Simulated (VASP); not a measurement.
WC:

```
CELL_PARAMETERS angstrom
0.00000 2.20721 2.20721
2.20721 0.00000 2.20721
2.20721 2.20721 0.00000
ATOMIC_POSITIONS crystal
W 0.00000 0.00000 0.00000
C 0.50000 0.50000 0.50000
```

Base run:

- Program: VASP 6.6.1
- Functional: PBE
- Potentials or basis: VASP PAW PBE potentials, release 64 (W_sv, C)
- Cutoff: 520 eV
- k mesh: 10 × 10 × 10
- Occupations: fermi-dirac, width 0.05 eV
- Spin: no spin polarisation

Its results: band gap on the k mesh zero (band 9 reaches 13.11 eV, above the bottom of band 10 at 10.03 eV); pressure -7.5 GPa.

Problem. The run is repeated on the same cell with these changes: functional from PBE to r2SCAN; further incar settings from ALGO = Normal; EDIFF = 1e-06; NBANDS = 16 to ALGO = Normal; EDIFF = 1e-07; NBANDS = 16. What comes out?

Solution. Band gap on the k mesh zero (band 9 reaches 13.16 eV, above the bottom of band 10 at 9.94 eV); pressure -10.7 GPa.

Caveats: spin-orbit coupling is left out, which moves the levels of the heavy elements; the PAW data sets were made with another functional, which shifts forces and pressure a little (some runs).
